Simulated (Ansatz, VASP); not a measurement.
Pt: VASP beside Ansatz

INCAR

```
SYSTEM = Pt
PREC = Accurate
ENCUT = 520
EDIFF = 1E-6
ISMEAR = -1
SIGMA = 0.1
LREAL = .FALSE.
LASPH = .TRUE.
NELM = 60
ALGO = Normal
ISIF = 2
LWAVE = .FALSE.
LCHARG = .FALSE.
GGA = RP
NBANDS = 11
```

File KPOINTS:

```
regular mesh
0
G
  16 16 16
  0 0 0
```

File POSCAR:

```
Pt
1.0
   -1.6127446238      1.6127446238      1.6127446238
    1.6127446238     -1.6127446238      1.6127446238
    1.6127446238      1.6127446238     -1.6127446238
Pt
1
Direct
    0.0000000000      0.0000000000      0.0000000000
```

Input for Ansatz:

```yaml
crystal:
  lattice:
    - [-1.6127446238, 1.6127446238, 1.6127446238]
    - [1.6127446238, -1.6127446238, 1.6127446238]
    - [1.6127446238, 1.6127446238, -1.6127446238]
  atoms:
    - { symbol: Pt, position: [0.0, 0.0, 0.0] }
hamiltonian:
  xc: rpbe
  pseudopotentials:
    kind: paw
    azcp:
      Pt: "pseudopotentials/Pt.paw.azcp"
basis:
  ecutwfc: 420
  fft_grid_basis: typed
kpoints:
  mp_grid: { grid: [16, 16, 16], shift: [0, 0, 0] }
magnetization:
  spin_polarized: false
scf:
  occupations: { method: fermi_dirac, width: 0.1 }
  lower_state_search: "off"
output:
  stress: true
```

Alike in both runs: task single point; functional RPBE; k mesh 16 × 16 × 16; occupations fermi-dirac, width 0.1 eV; no spin polarisation.

|  | VASP | Ansatz |
| --- | --- | --- |
| version | VASP 6.6.1 | Ansatz 0.2.0 |
| potentials or method | VASP PAW PBE potentials, release 64 (Pt), cutoff 520 eV | plane waves (420 eV) with PAW, scalar-relativistic |
| valence electrons in the cell | 10 | 18 |

Ansatz gave:

| Quantity | Value |
| --- | --- |
| pressure (GPa) | -7.7 |

Estimate VASP's values.

pressure (GPa): -8.1.

VASP's potentials were made for PBE, not for RPBE. With one functional, cell and mesh, what is left measures potentials, basis and numerics. VASP's potentials hold 10 valence electrons a cell and Ansatz's 18, so a difference there can come from the potentials and not from the codes.

Neither program's run includes spin-orbit coupling.
